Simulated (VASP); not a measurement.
Write the native input for VASP 6.6.1 that does the following.

- Task: single point
- Functional: PBE
- Potentials or basis: VASP PAW PBE potentials, release 64 (Ni)
- Cutoff: 520 eV
- k mesh: 13 × 13 × 13
- Occupations: fermi-dirac, width 0.05 eV
- Spin: collinear spin, ferromagnetic start
- Starting moments: [0.83] μB
- Dipole correction: no
- Further INCAR settings: ALGO = Normal; EDIFF = 1e-06; NBANDS = 15

The structure of Ni lies in POSCAR:

```
Ni
1.0
    0.0000000000      1.7375729330      1.7375729330
    1.7375729330      0.0000000000      1.7375729330
    1.7375729330      1.7375729330      0.0000000000
Ni
1
Direct
    0.0000000000      0.0000000000      0.0000000000
```

The input as run:

INCAR

```
SYSTEM = Ni
ALGO     = Normal         ! electronic algorithm
EDIFF    = 1E-6           ! SCF threshold, eV
ENCUT    = 520            ! plane-wave cutoff, eV
GGA      = PE             ! functional
ISIF     = 2              ! what is computed and relaxed
ISMEAR   = -1             ! smearing method
ISPIN    = 2              ! spin polarisation
LASPH    = .True.         ! aspherical terms in the spheres
LCHARG   = .False.        ! write CHGCAR
LMAXMIX  = 4              ! l up to which the mixer works
LORBIT   = 11             ! projections on sites
LREAL    = .False.        ! projectors in reciprocal space
LWAVE    = .False.        ! write WAVECAR
MAGMOM   = 0.83           ! initial moments
NBANDS   = 15             ! bands
NELM     = 150            ! most SCF steps
PREC     = Accurate       ! precision mode
SIGMA    = 0.05           ! smearing width, eV
```

KPOINTS

```
k-points
0
Gamma
  13 13 13
  0 0 0
```

Potentials or basis: VASP PAW PBE potentials, release 64 (Ni).

Run with:

```console
$ cat potpaw_PBE.64/Ni/POTCAR > POTCAR
$ mpirun -np 1 vasp_std > vasp.out
```

It gave:

* Pressure: 7.9 GPa
* Net moment: 0.62 μB per cell
* Site moments: Ni +0.63 μB
* Valence electrons inside the program's atomic spheres: Ni 9.38

It took 32 s on 1 thread of Intel Xeon 8259CL, on a shared host, peak memory 0.13 GiB.
